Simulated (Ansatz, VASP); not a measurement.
ZnSe5: VASP beside Ansatz

```xyz
6
Lattice="4.9957 0.0000 0.0000 -2.4978 4.3264 0.0000 0.0000 0.0000 8.3829" Properties=species:S:1:pos:R:3 pbc="T T T"
Zn    0.0000    0.0000    0.0000
Se    0.0000    2.8842    6.3943
Se    0.0000    2.8842    1.9886
Se    2.4978    1.4421    1.9886
Se    2.4978    1.4421    6.3943
Se    0.0000    0.0000    4.1914
```

Alike in both runs: task single point; functional PBE; k mesh 6 × 6 × 2; occupations gaussian, width 0.1 eV; no spin polarisation.

```csv
,VASP,Ansatz
version,VASP 6.6.1,Ansatz 0.2.0
potentials or method,"VASP PAW PBE potentials, release 64 (Zn, Se), cutoff 520 eV","scalar-relativistic, plane waves, PAW"
valence electrons in the cell,42,92
```

Ansatz gave:

| Quantity | Value |
| --- | --- |
| gap on the k mesh at the Fermi level (eV) | none |
| pressure (GPa) | -7.6 |
| traceless stress, the component that is largest in VASP (GPa) | 2.23 |
| rms of the force components (eV/Å) | 0.050 |

Task: What did VASP give for the same quantities?

Result: gap on the k mesh at the Fermi level (eV): none; pressure (GPa): -7.6; traceless stress, the component that is largest in VASP (GPa): 2.24; rms of the force components (eV/Å): 0.051.

Atom by atom the forces differ by 0.001 eV/Å (rms over components). A gap of «none» marks a metal or a gap that the smearing closes. The functional is the same, so the differences come from potentials, cutoffs and numerics. VASP's potentials hold 42 valence electrons a cell and Ansatz's 92, so a difference there can come from the potentials and not from the codes.

The k mesh is coarse, so the values compare programs but aren't converged.
